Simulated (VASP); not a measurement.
**ZnSe (Stilleite): single point with r2SCAN+D4**

Crystal: ZnSe (Stilleite).

```
Se Zn
1.0
     0.00000    2.87109    2.87109
     2.87109    0.00000    2.87109
     2.87109    2.87109    0.00000
Se Zn
1 1
Direct
  0.75000 0.75000 0.75000
  0.00000 0.00000 0.00000
```

- Program: VASP 6.6.1
- Task: single point
- Functional: r2SCAN
- Dispersion: D4
- Potentials or basis: VASP PAW PBE potentials, release 64 (Se, Zn)
- Cutoff: 520 eV
- k mesh: 8 × 8 × 8
- Occupations: fermi-dirac, width 0.05 eV
- Spin: no spin polarisation
- Dipole correction: no
- Further INCAR settings: ALGO = Normal; EDIFF = 1e-06; NBANDS = 16

```
Pressure                   : -3.0 GPa
Band gap on the k mesh     : 1.70 eV, direct
Dispersion energy per atom : -0.111 eV
```

Levels at points of the mesh, in eV from the valence-band top:
```csv
k point,band 6,band 7,band 8,band 9,band 10,band 11,band 12,band 13
"(0.00, 0.00, 0.00)",-6.19,0.00,0.00,0.00,1.70,6.33,6.33,6.33
"(0.50, 0.00, 0.00)",-6.05,-5.05,-0.83,-0.83,2.98,6.87,6.87,8.95
"(0.50, 0.50, 0.00)",-6.03,-4.62,-2.09,-2.09,3.42,3.87,11.20,11.79
```

Run time: 48 s on 1 thread of Intel(R) Xeon(R) 6975P-C (Granite Rapids), on a shared host, peak memory 0.18 GiB.

Caveat: the PAW data sets were made with another functional, which shifts forces and pressure a little. r2SCAN opens gaps a little over a GGA but as a rule still falls short of measured ones.
